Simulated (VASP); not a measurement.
A run of VASP 6.6.1 is set up as follows.

File INCAR:

```
  ALGO = Normal
  EDIFF = 1E-7
  EDIFFG = -0.002
  ENCUT = 600
  GGA_COMPAT = F
  IBRION = 2
  ISIF = 3
  ISMEAR = 0
  LASPH = T
  LCHARG = F
  LREAL = F
  LWAVE = F
  NELM = 120
  NELMIN = 4
  NSW = 100
  PREC = Accurate
  SIGMA = 0.02
```

The input KPOINTS:

```
k-points
0
Gamma
  6 6 6
```

File POSCAR:

```
MgS
1.0
    0.0000000000      2.8100000000      2.8100000000
    2.8100000000      0.0000000000      2.8100000000
    2.8100000000      2.8100000000      0.0000000000
Mg S
1 1
Direct
    0.0000000000      0.0000000000      0.0000000000
    0.2500000000      0.2500000000      0.2500000000
```

Potentials or basis: VASP PAW LDA potentials, release 64 (Mg, S).

The run is started by

```sh
$ cat potpaw_LDA.64/Mg/POTCAR potpaw_LDA.64/S/POTCAR > POTCAR
$ mpirun -np 1 vasp_std > vasp.out
```

Task: Predict the relaxed cell.

Result: a = 3.949 Å, b = 3.949 Å, c = 3.949 Å, α = 60.00°, β = 60.00°, γ = 60.00°.

Task: Estimate the band gap on the k mesh.

Result: 3.40 eV, direct.

Task: Predict the relaxed volume.

Result: 21.77 Å³/atom.

Final structure:
```xyz
2
Lattice="0.0000 2.7923 2.7923 2.7923 0.0000 2.7923 2.7923 2.7923 0.0000" Properties=species:S:1:pos:R:3 pbc="T T T"
Mg    0.0000    0.0000    0.0000
S     1.3962    1.3962    1.3962
```

A k mesh can miss the band edges.
